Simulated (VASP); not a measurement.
# Ge (P4_122) in VASP: a series of runs

Ge is run at these levels: PBE; tasks: single point.

All numbers are computed with VASP 6.6.1; they aren't measurements. Logs are shortened: lines on timing, memory, paths and dates and some standing lists are left out, and cuts for length are marked.

## (1) The cell of the first run

It takes space group P4_122 (No. 91, tetragonal). Conventional cell: a = 4.708 Å, b = 4.708 Å, c = 3.635 Å, α = 90.00°, β = 90.00°, γ = 90.00°. Ge (site symmetry 2) has 4 Ge at 2.37 to 2.43 Å within 3.1 Å.

## (2) Single point, PBE

File INCAR:

```
SYSTEM = Ge
PREC     = Accurate       ! precision mode
ENCUT    = 520            ! plane-wave cutoff, eV
EDIFF    = 1E-7           ! SCF threshold, eV
ISMEAR   = 0              ! smearing method
SIGMA    = 0.1            ! smearing width, eV
LREAL    = .False.        ! projectors in reciprocal space
LASPH    = .True.         ! aspherical terms in the spheres
NELM     = 100            ! most SCF steps
ALGO     = Normal         ! electronic algorithm
ISIF     = 2              ! what is computed and relaxed
LWAVE    = .False.        ! write WAVECAR
LCHARG   = .False.        ! write CHGCAR
GGA      = PE             ! functional
NBANDS   = 36             ! bands
```

File KPOINTS:

```
regular mesh
0
Gamma
  4 4 6
  0 0 0
```

File POSCAR:

```
Ge
1.0
    4.7082642400      0.0000000000      0.0000000000
    0.0000000000      4.7082642400      0.0000000000
    0.0000000000      0.0000000000      3.6349552700
Ge
4
Direct
    0.3384865200      0.0000000000      0.7500000000
    0.6615134800      0.0000000000      0.2500000000
    0.0000000000      0.3384865200      0.0000000000
    0.0000000000      0.6615134800      0.5000000000
```

Potentials or basis: VASP PAW PBE potentials, release 64 (Ge_d).

The run is started by

```bash
cat potpaw_PBE.64/Ge_d/POTCAR > POTCAR
mpirun -np 1 vasp_std > vasp.out
```

OUTCAR:

```text
SYSTEM = Ge
   PREC = Accurate
   ENCUT = 520
   EDIFF = 1E-7
   ISMEAR = 0
   LREAL = .False.
   LASPH = .True.
   NELM = 100
   ISIF = 2
   GGA = PE

 ion  position               nearest neighbor table
   1  0.338  0.000  0.750-   2 2.37   2 2.37   4 2.43   3 2.43
   2  0.662  0.000  0.250-   1 2.37   1 2.37   4 2.43   3 2.43
   3  0.000  0.338  0.000-   4 2.37   4 2.37   1 2.43   2 2.43
   4  0.000  0.662  0.500-   3 2.37   3 2.37   1 2.43   2 2.43

  LATTYP: Found a simple tetragonal cell.
 ALAT       =     4.7082642400
 C/A-ratio  =     0.7720372275

  Lattice vectors:

 A1 = (   4.7082642400,   0.0000000000,   0.0000000000)
 A2 = (   0.0000000000,   4.7082642400,   0.0000000000)
 A3 = (   0.0000000000,   0.0000000000,   3.6349552700)

Analysis of symmetry for initial positions (statically):
=====================================================================
 Subroutine PRICEL returns:
 Original cell was already a primitive cell.

 Routine SETGRP: Setting up the symmetry group for a
 simple tetragonal supercell.

 Subroutine GETGRP returns: Found  8 space group operations
 (whereof  2 operations were pure point group operations)
 out of a pool of 16 trial point group operations.

The static configuration has the point symmetry C_2 .
 The point group associated with its full space group is D_4 .

Analysis of symmetry for dynamics (positions and initial velocities):
=====================================================================
 Subroutine PRICEL returns:
 Original cell was already a primitive cell.

 Routine SETGRP: Setting up the symmetry group for a
 simple tetragonal supercell.

 Subroutine GETGRP returns: Found  8 space group operations
 (whereof  2 operations were pure point group operations)
 out of a pool of 16 trial point group operations.

The dynamic configuration has the point symmetry C_2 .
 The point group associated with its full space group is D_4 .

 Subroutine INISYM returns: Found  8 space group operations
 (whereof  2 operations are pure point group operations),
 and found     1 'primitive' translations

----------------------------------------------------------------------------------------

                                     Primitive cell

  volume of cell :      80.5788

  direct lattice vectors                    reciprocal lattice vectors
     4.708264240  0.000000000  0.000000000     0.212392497  0.000000000  0.000000000
     0.000000000  4.708264240  0.000000000     0.000000000  0.212392497  0.000000000
     0.000000000  0.000000000  3.634955270     0.000000000  0.000000000  0.275106549

  length of vectors
     4.708264240  4.708264240  3.634955270     0.212392497  0.212392497  0.275106549

  position of ions in fractional coordinates (direct lattice)
     0.338486520  0.000000000  0.750000000
     0.661513480  0.000000000  0.250000000
     0.000000000  0.338486520  0.000000000
     0.000000000  0.661513480  0.500000000

  ion indices of the primitive-cell ions
   primitive index   ion index
                 1           1
                 2           2
                 3           3
                 4           4

----------------------------------------------------------------------------------------

 KPOINTS: regular mesh

Automatic generation of k-mesh.
 Grid dimensions read from file:
 generate k-points for:    4    4    6

 Generating k-lattice:

  Cartesian coordinates                     Fractional coordinates (reciprocal lattice)
     0.053098124  0.000000000  0.000000000     0.250000000  0.000000000  0.000000000
     0.000000000  0.053098124  0.000000000     0.000000000  0.250000000  0.000000000
     0.000000000  0.000000000  0.045851091     0.000000000  0.000000000  0.166666667

  Length of vectors
     0.053098124  0.053098124  0.045851091

  Shift w.r.t. Gamma in fractional coordinates (k-lattice)
     0.000000000  0.000000000  0.000000000

 Subroutine IBZKPT returns following result:
 ===========================================

 Found     24 irreducible k-points:

 Following reciprocal coordinates:
            Coordinates               Weight
  0.000000  0.000000  0.000000      1.000000
  0.250000  0.000000  0.000000      4.000000
  0.500000  0.000000  0.000000      2.000000
  0.250000  0.250000  0.000000      4.000000
  0.500000  0.250000  0.000000      4.000000
  0.500000  0.500000  0.000000      1.000000
[... 16 lines left out ...]
  0.500000  0.250000  0.500000      4.000000
  0.500000  0.500000  0.500000      1.000000
   k-points           NKPTS =     24   k-points in BZ     NKDIM =     24   number of bands    NBANDS=     36
   number of dos      NEDOS =    301   number of ions     NIONS =      4
   total plane-waves  NPLWV =  36288
   dimension x,y,z NGX =    36 NGY =   36 NGZ =   28
   dimension x,y,z NGXF=    72 NGYF=   72 NGZF=   56
   ions per type =               4
   NGX,Y,Z   is equivalent  to a cutoff of  12.71, 12.71, 12.81 a.u.
   NGXF,Y,Z  is equivalent  to a cutoff of  25.42, 25.42, 25.61 a.u.
 SYSTEM =  Ge
   PREC   = accura    normal or accurate (medium, high low for compatibility)
   ISTART =      0    job   : 0-new  1-cont  2-samecut
   ICHARG =      2    charge: 1-file 2-atom 10-const
   ISPIN  =      1    spin polarized calculation?
   LNONCOLLINEAR =      F non collinear calculations
   LSORBIT =      F    spin-orbit coupling
   LASPH  =      T    aspherical Exc in radial PAW
   ENCUT  =  520.0 eV  38.22 Ry    6.18 a.u.   8.75  8.75  6.76*2*pi/ulx,y,z
   NELM   =    100;   NELMIN=  2; NELMDL= -5     # of ELM steps
   EDIFF  = 0.1E-06   stopping-criterion for ELM
   LREAL  =      F    real-space projection
   EDIFFG = 0.1E-05   stopping-criterion for IOM
   NSW    =      0    number of steps for IOM
   IBRION =     -1    ionic relax: 0-MD 1-quasi-New 2-CG
   NFREE  =      0    steps in history (QN), initial steepest desc. (CG)
   ISIF   =      2    stress and relaxation
   ISYM   =      2    0-nonsym 1-usesym 2-fastsym
   POTIM  = 0.5000    time-step for ionic-motion
   TEBEG  =    0.0;   TEEND  =   0.0 temperature during run
   PSTRESS=    0.0 pullay stress
   NELECT =      56.0000    total number of electrons
   NUPDOWN=      -1.0000    fix difference up-down
   EMIN   =  10.00;   EMAX   =-10.00  energy-range for DOS
   EFERMI =   0.00;   METHOD = LEGACY
   ISMEAR =     0;   SIGMA  =   0.10  broadening in eV -4-tet -1-fermi 0-gaus
   EFERMI_NEDOS =   21; number of points for ismear=-14 and -15
   IALGO  =     38    algorithm
   IMIX   =      4    mixing-type and parameters
     AMIX     =   0.40;   BMIX     =  1.00
     AMIX_MAG =   1.60;   BMIX_MAG =  1.00
  volume/ion in A,a.u.               =      20.14       135.94
  Fermi-wavevector in a.u.,A,eV,Ry     =   1.450098  2.740287 28.610104  2.102783
  Thomas-Fermi vector in A             =   2.567749
   LORBIT       =      0    0 simple, 1 ext, 2 COOP (PROOUT), +10 PAW based schemes
   GGA     = PE    functional components
   LHFCALC =     F    Hartree Fock is set to
   AEXX    =    0.0000 exact exchange contribution
   IVDW    =     0    specifies the selected vdW correction
   LEPSILON=     F    determine dielectric tensor
   LRPA    =     F    only Hartree local field effects (RPA)
 non-spin polarized calculation
 Gauss-broadening in eV      SIGMA  =   0.10
  energy-cutoff  :      520.00
  volume of cell :       80.58
 maximum number of plane-waves:      2190
 NGX is ok and might be reduce to    36
   NGX = 17   NGY = 17   NGZ = 13

 number of electron      56.0000033 magnetization

 Free energy of the ion-electron system (eV)
  ---------------------------------------------------
  ext. energy  EPLUGINS =         0.00000000
  ---------------------------------------------------
  free energy    TOTEN  =       -16.54305434 eV

  energy without entropy =      -16.53958772  energy(sigma->0) =      -16.54132103

 E-fermi :   5.9176     XC(G=0): -10.5644

 val. band max:        5.8958639041   @ k =   0.5000   0.2500   0.0000
 cond. band min:       6.1919145010   @ k =   0.0000   0.0000   0.5000
 fundamental gap:      0.2960505969
 Fermi energy:         5.9176179251

 k-point     1 :       0.0000    0.0000    0.0000
  band No.  band energies     occupation
      1     -18.9721      2.00000
      2     -18.9721      2.00000
      3     -18.8959      2.00000
      4     -18.8546      2.00000
      5     -18.8249      2.00000
      6     -18.8152      2.00000
[... 28 lines left out ...]
     35      12.1984      0.00000
     36      12.8322      0.00000

 k-point     2 :       0.2500    0.0000    0.0000
  band No.  band energies     occupation
      1     -18.9747      2.00000
      2     -18.9667      2.00000
      3     -18.8805      2.00000
      4     -18.8567      2.00000
      5     -18.8405      2.00000
      6     -18.8392      2.00000
[... 28 lines left out ...]
     35      12.0116      0.00000
     36      12.8279      0.00000

 k-point     3 :       0.5000    0.0000    0.0000
  band No.  band energies     occupation
      1     -18.9777      2.00000
      2     -18.9594      2.00000
      3     -18.8738      2.00000
      4     -18.8553      2.00000
      5     -18.8427      2.00000
      6     -18.8327      2.00000
[... 28 lines left out ...]
     35      12.9508      0.00000
     36      13.3380      0.00000

 k-point     4 :       0.2500    0.2500    0.0000
  band No.  band energies     occupation
      1     -18.9960      2.00000
      2     -18.9465      2.00000
      3     -18.8733      2.00000
      4     -18.8528      2.00000
      5     -18.8445      2.00000
      6     -18.8207      2.00000
[... 28 lines left out ...]
     35      13.1419      0.00000
     36      13.7009      0.00000

 k-point     5 :       0.5000    0.2500    0.0000
  band No.  band energies     occupation
      1     -19.0066      2.00000
      2     -18.9361      2.00000
      3     -18.8629      2.00000
      4     -18.8453      2.00000
      5     -18.8355      2.00000
      6     -18.8322      2.00000
[... 655 lines left out ...]
 k-point    22 :       0.2500    0.2500    0.5000
  band No.  band energies     occupation
      1     -18.9289      2.00000
      2     -18.9289      2.00000
      3     -18.8769      2.00000
      4     -18.8769      2.00000
      5     -18.8340      2.00000
      6     -18.8340      2.00000
[... 28 lines left out ...]
     35      13.7135      0.00000
     36      13.7135      0.00000

 k-point    23 :       0.5000    0.2500    0.5000
  band No.  band energies     occupation
      1     -18.9248      2.00000
      2     -18.9248      2.00000
      3     -18.8748      2.00000
      4     -18.8748      2.00000
      5     -18.8340      2.00000
      6     -18.8340      2.00000
[... 28 lines left out ...]
     35      13.5865      0.00000
     36      13.5865      0.00000

 k-point    24 :       0.5000    0.5000    0.5000
  band No.  band energies     occupation
      1     -18.9283      2.00000
      2     -18.9283      2.00000
      3     -18.8822      2.00000
      4     -18.8822      2.00000
      5     -18.8146      2.00000
      6     -18.8146      2.00000
[... 28 lines left out ...]
     35      13.5704      0.00000
     36      13.5704      0.00000

------------------------ aborting loop because EDIFF is reached ----------------------------------------

  FORCE on cell =-STRESS in cart. coord.  units (eV):
  Direction    XX          YY          ZZ          XY          YZ          ZX
  --------------------------------------------------------------------------------------
  -------------------------------------------------------------------------------------
  Total        5.2734301      5.2734301      9.9170382      0.0000000      0.0000000      0.0000000
  in kB      104.8535271    104.8535271    197.1840757      0.0000000      0.0000000      0.0000000
  external PRESSURE =     135.6303766 kB  Pullay stress =       0.0000000 kB

 VOLUME and BASIS-vectors are now :
 -----------------------------------------------------------------------------
  energy-cutoff  :      520.00
  volume of cell :       80.58
      direct lattice vectors                 reciprocal lattice vectors
     4.708264240  0.000000000  0.000000000     0.212392497  0.000000000  0.000000000
     0.000000000  4.708264240  0.000000000     0.000000000  0.212392497  0.000000000
     0.000000000  0.000000000  3.634955270     0.000000000  0.000000000  0.275106549

 POSITION                                       TOTAL-FORCE (eV/Angst)
 -----------------------------------------------------------------------------------
      1.59368      0.00000      2.72622         0.018193      0.000000      0.000000
      3.11458      0.00000      0.90874        -0.018193      0.000000      0.000000
      0.00000      1.59368      0.00000         0.000000      0.018193      0.000000
      0.00000      3.11458      1.81748         0.000000     -0.018193      0.000000
 -----------------------------------------------------------------------------------
    total drift:                               -0.000000      0.000000     -0.000000

  FREE ENERGIE OF THE ION-ELECTRON SYSTEM (eV)
  ---------------------------------------------------
  free  energy   TOTEN  =       -16.5430543407 eV

  energy  without entropy=      -16.5395877176  energy(sigma->0) =      -16.54132103
```

Wall time 27 s (1 thread of Intel Xeon 6975P-C (Granite Rapids), shared host); peak memory 0.19 GiB.

Results:

| Item | Value |
| --- | --- |
| Free energy | -16.5431 eV |
| Pressure | 13.6 GPa |
| Largest force | 0.018 eV/Å |
| Band gap on the k mesh | zero (band 28 reaches 6.48 eV, above the bottom of band 29 at 5.83 eV) |

Forces in eV/Å, atoms in the order of the input:
```
Ge   0.018  0.000  0.000
Ge  -0.018  0.000  0.000
Ge   0.000  0.018  0.000
Ge   0.000 -0.018  0.000
```

Levels at points of the mesh, in eV from the Fermi level:
```tsv
k point	band 24	band 25	band 26	band 27	band 28	band 29	band 30	band 31	band 32	band 33
(0.00, 0.00, 0.00)	-6.72	-3.69	-1.32	-1.32	-0.15	1.65	1.65	4.01	4.01	4.19
(0.50, 0.00, 0.00)	-5.99	-3.11	-2.16	-1.25	-0.61	1.64	1.89	2.62	5.57	5.57
(0.50, 0.50, 0.00)	-5.39	-0.63	-0.49	-0.21	-0.21	0.54	2.58	3.50	3.50	4.11
(0.00, 0.00, 0.50)	-6.24	-3.29	-3.29	-2.93	-2.93	0.27	0.27	3.26	3.26	5.15
(0.50, 0.00, 0.50)	-8.12	-3.14	-3.14	-1.92	-1.92	0.33	0.33	2.21	2.21	6.28
(0.50, 0.50, 0.50)	-8.30	-5.82	-5.82	-2.35	-2.35	4.43	4.43	4.71	4.71	6.38
```

## (3) Single point, PBE

This run uses another cell than the first one, of 23.60 Å³/atom, 1.172 times its volume.

File INCAR:

```
SYSTEM = Ge
  ALGO = Normal
  EDIFF = 1E-7
  ENCUT = 520
  GGA = PE
  ISIF = 2
  ISMEAR = 0
  LASPH = .TRUE.
  LCHARG = .FALSE.
  LREAL = .FALSE.
  LWAVE = .FALSE.
  NBANDS = 36
  NELM = 80
  PREC = Accurate
  SIGMA = 0.1
```

File KPOINTS:

```
k-points
0
G
  4 4 6
  0 0 0
```

File POSCAR:

```
Ge
1.0
    4.8789620521      0.0000000000      0.0000000000
    0.0000000000      4.8789620521      0.0000000000
    0.0000000000      0.0000000000      3.9658399256
Ge
4
Direct
    0.3419946428      0.0000000000      0.7500000000
    0.6580053572      0.0000000000      0.2500000000
    0.0000000000      0.3419946428      0.0000000000
    0.0000000000      0.6580053572      0.5000000000
```

Potentials or basis: VASP PAW PBE potentials, release 64 (Ge_d).

The run is started by

```bash
cat potpaw_PBE.64/Ge_d/POTCAR > POTCAR
mpirun -np 1 vasp_std > vasp.out
```

Wall time 26 s (1 thread of Intel Xeon 6975P-C (Granite Rapids), shared host); peak memory 0.21 GiB.

It converged, with:

- Free energy: -17.1299 eV
- Pressure: 0.0 GPa
- Largest force: 0.007 eV/Å
- Band gap on the k mesh: zero (band 28 reaches 5.00 eV, above the bottom of band 29 at 4.23 eV)

Forces in eV/Å, atoms in the order of the input:
```
Ge   0.007  0.000  0.000
Ge  -0.007  0.000  0.000
Ge   0.000  0.007  0.000
Ge   0.000 -0.007  0.000
```

Stress tensor (GPa, compression positive):
```
 0.08  0.00  0.00
 0.00  0.08  0.00
 0.00  0.00 -0.13
```

Levels at points of the mesh, in eV from the Fermi level:
```csv
k point,band 26,band 27,band 28,band 29,band 30,band 31
"(0.00, 0.00, 0.00)",-1.48,-1.48,-0.06,1.04,1.04,3.25
"(0.50, 0.00, 0.00)",-2.08,-1.15,-0.92,0.46,1.39,2.43
"(0.50, 0.50, 0.00)",-1.04,-0.87,-0.26,-0.26,1.37,3.01
"(0.00, 0.00, 0.50)",-2.88,-2.47,-2.47,0.59,0.59,2.84
"(0.50, 0.00, 0.50)",-2.69,-1.69,-1.69,0.29,0.29,2.16
"(0.50, 0.50, 0.50)",-4.93,-2.05,-2.05,3.90,3.90,4.30
```
